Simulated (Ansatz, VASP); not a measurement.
# Two plane-wave programs on ZnS

Contents of INCAR:

```
PREC     = Accurate       # precision mode
ENCUT    = 520            # plane-wave cutoff, eV
EDIFF    = 1E-7           # SCF threshold, eV
ISMEAR   = -1             # smearing method
SIGMA    = 0.02           # smearing width, eV
LREAL    = F              # projectors in reciprocal space
LASPH    = T              # aspherical terms in the spheres
NELM     = 80             # most SCF steps
ALGO     = Normal         # electronic algorithm
ISIF     = 2              # what is computed and relaxed
LWAVE    = F              # write WAVECAR
LCHARG   = T              # write CHGCAR
GGA      = PE             # functional
LELF     = T              # ELF
LVHAR    = T            
NBANDS   = 16             # bands
```

KPOINTS

```
regular mesh
0
Gamma
  8 8 8
```

File POSCAR:

```
ZnS
1.0
    0.0000000000      2.6940858334      2.6940858334
    2.6940858334      0.0000000000      2.6940858334
    2.6940858334      2.6940858334      0.0000000000
Zn S
1 1
Direct
    0.0000000000      0.0000000000      0.0000000000
    0.2500000000      0.2500000000      0.2500000000
```

Input for Ansatz:

```yaml
crystal:
  lattice:
    - [0.0, 2.6940858334, 2.6940858334]
    - [2.6940858334, 0.0, 2.6940858334]
    - [2.6940858334, 2.6940858334, 0.0]
  atoms:
    - { symbol: Zn, position: [0.0, 0.0, 0.0] }
    - { symbol: S, position: [0.25, 0.25, 0.25] }
kpoints:
  mp_grid: { grid: [8, 8, 8] }
  band_path:
    path:
      - [0.0, 0.0, 0.0]
      - [-0.5, -0.5, 0.0]
      - [-0.375, -0.375, 0.25]
      - [-0.375, 0.0, 0.375]
      - [0.0, 0.0, 0.5]
      - [-0.5, -0.25, 0.25]
    npoints: 1
hamiltonian:
  xc: pbe
scf:
  occupations: { method: fermi_dirac, width: 0.02 }
  n_extra_bands: 4
output:
  forces: true
  stress: true
  eigenvalues: true
```

Alike in both runs: task single point; functional PBE; k mesh 8 × 8 × 8; occupations fermi-dirac, width 0.02 eV; no spin polarisation.

|  | VASP | Ansatz |
| --- | --- | --- |
| version | VASP 6.6.1 | Ansatz 0.2.0 |
| potentials or method | VASP PAW PBE potentials, release 64 (Zn, S) | plane waves, PAW |
| plane-wave cutoff (eV) | 520 | 420 |
| valence electrons in the cell | 18 | 18 |

```csv
,VASP,Ansatz,Ansatz less VASP
gap on the k mesh at the Fermi level (eV),2.15,2.15,-0.006
pressure (GPa),2.5,2.3,-0.17
```
